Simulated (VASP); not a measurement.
# SiC (R3m) in VASP: single point with PBE

Aim: the single point of SiC with PBE.

Everything below comes from runs of VASP 6.6.1. Logs are shortened: lines on timing, memory, paths and dates and some standing lists are left out, and cuts for length are marked.

### Step 1. The cell of the first run

It takes space group R3m (No. 160, trigonal). Conventional cell: a = 3.115 Å, b = 3.115 Å, c = 53.504 Å, α = 90.00°, β = 90.00°, γ = 120.00°. Si (site symmetry 3m) has 4 C at 1.92 to 1.93 Å within 2.5 Å. Within 2.5 Å of Si (site symmetry 3m) lie 4 C at 1.87 to 1.92 Å. Si (site symmetry 3m) has 4 C at 1.87 to 1.92 Å within 2.5 Å. Within 2.5 Å of Si (site symmetry 3m) lie 4 C at 1.87 to 1.92 Å. Within 2.5 Å of Si (site symmetry 3m) lie 4 C at 1.90 to 1.93 Å. Si (site symmetry 3m) has 4 C at 1.90 to 1.93 Å within 2.5 Å. Si (site symmetry 3m) has 4 C at 1.87 to 1.92 Å within 2.5 Å. C (site symmetry 3m) has 4 Si at 1.90 to 1.93 Å within 2.5 Å.

### Step 2. Single point, PBE

Contents of INCAR:

```
SYSTEM = SiC
ALGO = Normal
EDIFF = 1E-6
ENCUT = 520
GGA = PE
ISIF = 2
ISMEAR = -1
LASPH = .TRUE.
LCHARG = .FALSE.
LREAL = .FALSE.
LWAVE = .FALSE.
NBANDS = 41
NELM = 80
PREC = Accurate
SIGMA = 0.1
```

Contents of KPOINTS:

```
k-points
0
G
  7 7 7
  0 0 0
```

Contents of POSCAR:

```
SiC
1.0
    3.1151750000      0.0000000000      0.0000000000
   -1.5575870000      0.8992750000     17.8347850000
    1.5575870000     -2.6978240000      0.0000000000
Si C
7 7
Direct
    0.0000000000      0.0000000000      0.0000000000
    0.1910000000      0.5730000000      0.1910000000
    0.2860000000      0.8580000000      0.2860000000
    0.4290000000      0.2870000000      0.4290000000
    0.5710000000      0.7130000000      0.5710000000
    0.7140000000      0.1420000000      0.7140000000
    0.8100000000      0.4300000000      0.8100000000
    0.0360000000      0.1080000000      0.0360000000
    0.2260000000      0.6780000000      0.2260000000
    0.3210000000      0.9630000000      0.3210000000
    0.4640000000      0.3920000000      0.4640000000
    0.6070000000      0.8210000000      0.6070000000
    0.7500000000      0.2500000000      0.7500000000
    0.8450000000      0.5350000000      0.8450000000
```

Potentials or basis: VASP PAW PBE potentials, release 64 (Si, C).

On the command line:

```bash
$ cat potpaw_PBE.64/Si/POTCAR potpaw_PBE.64/C/POTCAR > POTCAR
$ mpirun -np 1 vasp_std > vasp.out
```

OUTCAR:

```text
SYSTEM = SiC
   EDIFF = 1E-6
   ENCUT = 520
   GGA = PE
   ISIF = 2
   ISMEAR = -1
   LASPH = .TRUE.
   LREAL = .FALSE.
   NELM = 80
   PREC = Accurate

 ion  position               nearest neighbor table
   1  0.000  0.000  0.000-  10 1.92  10 1.92  10 1.92   8 1.93   3 3.11   6 3.11   3 3.11   6 3.11
                             3 3.11   6 3.11
   2  0.191  0.573  0.191-   9 1.87  14 1.92  14 1.92  14 1.92   5 3.08   5 3.08   5 3.08   7 3.12
                             7 3.12   7 3.12
   3  0.286  0.858  0.286-  10 1.87  12 1.92  12 1.92  12 1.92   1 3.11   1 3.11   1 3.11
   4  0.429  0.287  0.429-  11 1.87  13 1.92  13 1.92  13 1.92   7 3.12   7 3.12   7 3.12
   5  0.571  0.713  0.571-   9 1.90   9 1.90   9 1.90  12 1.93   2 3.08   2 3.08   2 3.08
   6  0.714  0.142  0.714-   8 1.90   8 1.90   8 1.90  13 1.93   1 3.11   1 3.11   1 3.11
   7  0.810  0.430  0.810-  14 1.87  11 1.92  11 1.92  11 1.92   2 3.12   4 3.12   4 3.12   2 3.12
                             2 3.12   4 3.12
   8  0.036  0.108  0.036-   6 1.90   6 1.90   6 1.90   1 1.93
   9  0.226  0.678  0.226-   2 1.87   5 1.90   5 1.90   5 1.90
  10  0.321  0.963  0.321-   3 1.87   1 1.92   1 1.92   1 1.92
  11  0.464  0.392  0.464-   4 1.87   7 1.92   7 1.92   7 1.92
  12  0.607  0.821  0.607-   3 1.92   3 1.92   3 1.92   5 1.93
  13  0.750  0.250  0.750-   4 1.92   4 1.92   4 1.92   6 1.93
  14  0.845  0.535  0.845-   7 1.87   2 1.92   2 1.92   2 1.92

  LATTYP: Found a trigonal (rhomboedric) cell.
 ALAT       =    17.9252428686
 COS(alpha) =     0.9848990012

  Lattice vectors:

 A1 = (  -1.5575880000,  -0.8992750000, -17.8347850000)
 A2 = (   0.0000000000,   1.7985490000, -17.8347850000)
 A3 = (   1.5575870000,  -0.8992750000, -17.8347850000)

Analysis of symmetry for initial positions (statically):
=====================================================================
 Subroutine PRICEL returns:
 Original cell was already a primitive cell.

 Routine SETGRP: Setting up the symmetry group for a
 trigonal (rhombohedral) supercell.

 Subroutine GETGRP returns: Found  6 space group operations
 (whereof  6 operations were pure point group operations)
 out of a pool of 12 trial point group operations.

The static configuration has the point symmetry C_3v.

Analysis of symmetry for dynamics (positions and initial velocities):
=====================================================================
 Subroutine PRICEL returns:
 Original cell was already a primitive cell.

 Routine SETGRP: Setting up the symmetry group for a
 trigonal (rhombohedral) supercell.

 Subroutine GETGRP returns: Found  6 space group operations
 (whereof  6 operations were pure point group operations)
 out of a pool of 12 trial point group operations.

The dynamic configuration has the point symmetry C_3v.

 Subroutine INISYM returns: Found  6 space group operations
 (whereof  6 operations are pure point group operations),
 and found     1 'primitive' translations

----------------------------------------------------------------------------------------

                                     Primitive cell

  volume of cell :     149.8870

  direct lattice vectors                    reciprocal lattice vectors
     3.115175000  0.000000000  0.000000000     0.321009253  0.185334492  0.018690058
    -1.557587000  0.899275000 17.834785000     0.000000000  0.000000000  0.056070202
     1.557587000 -2.697824000  0.000000000     0.000000000 -0.370669102  0.018690074

  length of vectors
     3.115175000 17.925242782  3.115177619     0.371140314  0.056070202  0.371140004

  position of ions in fractional coordinates (direct lattice)
     0.000000000  0.000000000  0.000000000
     0.191000000  0.573000000  0.191000000
     0.286000000  0.858000000  0.286000000
     0.429000000  0.287000000  0.429000000
     0.571000000  0.713000000  0.571000000
     0.714000000  0.142000000  0.714000000
     0.810000000  0.430000000  0.810000000
     0.036000000  0.108000000  0.036000000
     0.226000000  0.678000000  0.226000000
     0.321000000  0.963000000  0.321000000
     0.464000000  0.392000000  0.464000000
     0.607000000  0.821000000  0.607000000
     0.750000000  0.250000000  0.750000000
     0.845000000  0.535000000  0.845000000

  ion indices of the primitive-cell ions
[... 28 lines left out ...]
     0.000000000  0.000000000  0.008010029     0.000000000  0.142857143  0.000000000
     0.000000000 -0.052952729  0.002670011     0.000000000  0.000000000  0.142857143

  Length of vectors
     0.053020045  0.008010029  0.053020001

  Shift w.r.t. Gamma in fractional coordinates (k-lattice)
     0.000000000  0.000000000  0.000000000

 Subroutine IBZKPT returns following result:
 ===========================================

 Found     44 irreducible k-points:

 Following reciprocal coordinates:
            Coordinates               Weight
  0.000000  0.000000  0.000000      1.000000
  0.142857 -0.000000 -0.000000      6.000000
  0.285714  0.000000 -0.000000      6.000000
  0.428571 -0.000000 -0.000000      6.000000
  0.000000  0.142857  0.000000      2.000000
  0.142857  0.142857 -0.000000      6.000000
[... 16 lines left out ...]
 -0.428571  0.428571  0.000000      6.000000
 -0.285714  0.428571  0.000000      6.000000
 [... further k-points ...]
   k-points           NKPTS =     44   k-points in BZ     NKDIM =     44   number of bands    NBANDS=     41
   number of dos      NEDOS =    301   number of ions     NIONS =     14
   total plane-waves  NPLWV =  80640
   dimension x,y,z NGX =    24 NGY =  140 NGZ =   24
   dimension x,y,z NGXF=    48 NGYF=  280 NGZF=   48
   ions per type =               7   7
   NGX,Y,Z   is equivalent  to a cutoff of  12.81, 12.98, 12.81 a.u.
   NGXF,Y,Z  is equivalent  to a cutoff of  25.62, 25.97, 25.62 a.u.
 SYSTEM =  SiC
   PREC   = accura    normal or accurate (medium, high low for compatibility)
   ISTART =      0    job   : 0-new  1-cont  2-samecut
   ICHARG =      2    charge: 1-file 2-atom 10-const
   ISPIN  =      1    spin polarized calculation?
   LNONCOLLINEAR =      F non collinear calculations
   LSORBIT =      F    spin-orbit coupling
   LASPH  =      T    aspherical Exc in radial PAW
   ENCUT  =  520.0 eV  38.22 Ry    6.18 a.u.   5.79 33.33  5.79*2*pi/ulx,y,z
   NELM   =     80;   NELMIN=  2; NELMDL= -5     # of ELM steps
   EDIFF  = 0.1E-05   stopping-criterion for ELM
   LREAL  =      F    real-space projection
   EDIFFG = 0.1E-04   stopping-criterion for IOM
   NSW    =      0    number of steps for IOM
   IBRION =     -1    ionic relax: 0-MD 1-quasi-New 2-CG
   NFREE  =      0    steps in history (QN), initial steepest desc. (CG)
   ISIF   =      2    stress and relaxation
   ISYM   =      2    0-nonsym 1-usesym 2-fastsym
   POTIM  = 0.5000    time-step for ionic-motion
   TEBEG  =    0.0;   TEEND  =   0.0 temperature during run
   PSTRESS=    0.0 pullay stress
   NELECT =      56.0000    total number of electrons
   NUPDOWN=      -1.0000    fix difference up-down
   EMIN   =  10.00;   EMAX   =-10.00  energy-range for DOS
   EFERMI =   0.00;   METHOD = LEGACY
   ISMEAR =    -1;   SIGMA  =   0.10  broadening in eV -4-tet -1-fermi 0-gaus
   EFERMI_NEDOS =   21; number of points for ismear=-14 and -15
   IALGO  =     38    algorithm
   IMIX   =      4    mixing-type and parameters
     AMIX     =   0.40;   BMIX     =  1.00
     AMIX_MAG =   1.60;   BMIX_MAG =  1.00
  volume/ion in A,a.u.               =      10.71        72.25
  Fermi-wavevector in a.u.,A,eV,Ry     =   1.179097  2.228170 18.915767  1.390270
  Thomas-Fermi vector in A             =   2.315414
   LORBIT       =      0    0 simple, 1 ext, 2 COOP (PROOUT), +10 PAW based schemes
   GGA     = PE    functional components
   LHFCALC =     F    Hartree Fock is set to
   AEXX    =    0.0000 exact exchange contribution
   IVDW    =     0    specifies the selected vdW correction
   LEPSILON=     F    determine dielectric tensor
   LRPA    =     F    only Hartree local field effects (RPA)
 non-spin polarized calculation
  energy-cutoff  :      520.00
  volume of cell :      149.89
 maximum number of plane-waves:      4064
   NGX = 11   NGY = 67   NGZ = 11

 number of electron      55.9999999 magnetization

 Free energy of the ion-electron system (eV)
  ---------------------------------------------------
  ext. energy  EPLUGINS =         0.00000000
  ---------------------------------------------------
  free energy    TOTEN  =      -105.29771685 eV

  energy without entropy =     -105.29767227  energy(sigma->0) =     -105.29769456

 E-fermi :   8.8077     XC(G=0): -11.2057

 val. band max:        7.9470553078   @ k =   0.0000   0.0000   0.0000
 cond. band min:       9.7396075550   @ k =   0.4286   0.4286  -0.0000
 fundamental gap:      1.7925522472
 Fermi energy:         8.8077223125

 k-point     1 :       0.0000    0.0000    0.0000
  band No.  band energies     occupation
      1      -7.4679      2.00000
      2      -7.1169      2.00000
      3      -6.9323      2.00000
      4      -5.9724      2.00000
      5      -5.8414      2.00000
      6      -4.4337      2.00000
[... 1021 lines left out ...]
     39      15.1846      0.00000
     40      15.3147      0.00000

 [... further k-points ...]

 [bands above 40 left out]

------------------------ aborting loop because EDIFF is reached ----------------------------------------

  FORCE on cell =-STRESS in cart. coord.  units (eV):
  Direction    XX          YY          ZZ          XY          YZ          ZX
  --------------------------------------------------------------------------------------
  -------------------------------------------------------------------------------------
  Total       -4.1344577     -4.1344678     -2.7032339     -0.0000008     -0.0000001     -0.0000001
  in kB      -44.1941913    -44.1942999    -28.8955032     -0.0000082     -0.0000005     -0.0000005
  external PRESSURE =     -39.0946648 kB  Pullay stress =       0.0000000 kB

 VOLUME and BASIS-vectors are now :
 -----------------------------------------------------------------------------
  energy-cutoff  :      520.00
  volume of cell :      149.89
      direct lattice vectors                 reciprocal lattice vectors
     3.115175000  0.000000000  0.000000000     0.321009253  0.185334492  0.018690058
    -1.557587000  0.899275000 17.834785000     0.000000000  0.000000000  0.056070202
     1.557587000 -2.697824000  0.000000000     0.000000000 -0.370669102  0.018690074

 POSITION                                       TOTAL-FORCE (eV/Angst)
 -----------------------------------------------------------------------------------
      0.00000      0.00000      0.00000        -0.000000     -0.000000     -0.036899
      0.00000      0.00000     10.21933        -0.000000     -0.000000     -1.117691
      0.00000      0.00000     15.30225        -0.000000     -0.000000     -0.845734
      1.55759     -0.89927      5.11858        -0.000000     -0.000000     -0.804348
      1.55759     -0.89927     12.71620         0.000000      0.000000      0.668985
      3.11517     -1.79855      2.53254         0.000000      0.000000      0.823274
      3.11517     -1.79855      7.66896        -0.000000     -0.000000     -0.975709
      0.00000      0.00000      1.92616        -0.000000     -0.000000     -0.712348
      0.00000      0.00000     12.09198         0.000000      0.000000      0.153177
      0.00000      0.00000     17.17490         0.000000      0.000000      0.724681
      1.55759     -0.89927      6.99124         0.000000      0.000000      1.088958
      1.55759     -0.89927     14.64236         0.000000      0.000000      0.121823
      3.11517     -1.79855      4.45870        -0.000000     -0.000000     -0.032514
      3.11517     -1.79855      9.54161         0.000000      0.000000      0.944343
 -----------------------------------------------------------------------------------
    total drift:                                0.000013     -0.000056      0.000026

  FREE ENERGIE OF THE ION-ELECTRON SYSTEM (eV)
  ---------------------------------------------------
  free  energy   TOTEN  =      -105.2977168452 eV

  energy  without entropy=     -105.2976722678  energy(sigma->0) =     -105.29769456
```

Run time: 7.9 min. Hardware: 1 thread of Intel Xeon 8259CL, shared host; peak memory 0.37 GiB.

Results:

| Item | Value |
| --- | --- |
| Free energy | -105.2977 eV |
| Pressure | -3.9 GPa |
| Largest force | 1.118 eV/Å |
| Band gap on the k mesh | 1.79 eV (least direct gap 2.93 eV) |

Forces on the atoms (eV/Å):
```
Si   0.000  0.000 -0.037
Si   0.000  0.000 -1.118
Si   0.000  0.000 -0.846
Si   0.000  0.000 -0.804
Si   0.000  0.000  0.669
Si   0.000  0.000  0.823
Si   0.000  0.000 -0.976
C    0.000  0.000 -0.712
C    0.000  0.000  0.153
C    0.000  0.000  0.725
C    0.000  0.000  1.089
C    0.000  0.000  0.122
C    0.000  0.000 -0.033
C    0.000  0.000  0.944
```

Stress tensor (GPa, compression positive):
```
-4.42  0.00  0.00
 0.00 -4.42  0.00
 0.00  0.00 -2.89
```

Caveat: the cell stands under tension; forces of over 1 eV/Å act on the atoms, so gaps and moduli don't describe the material at rest. A k mesh can miss the band edges.
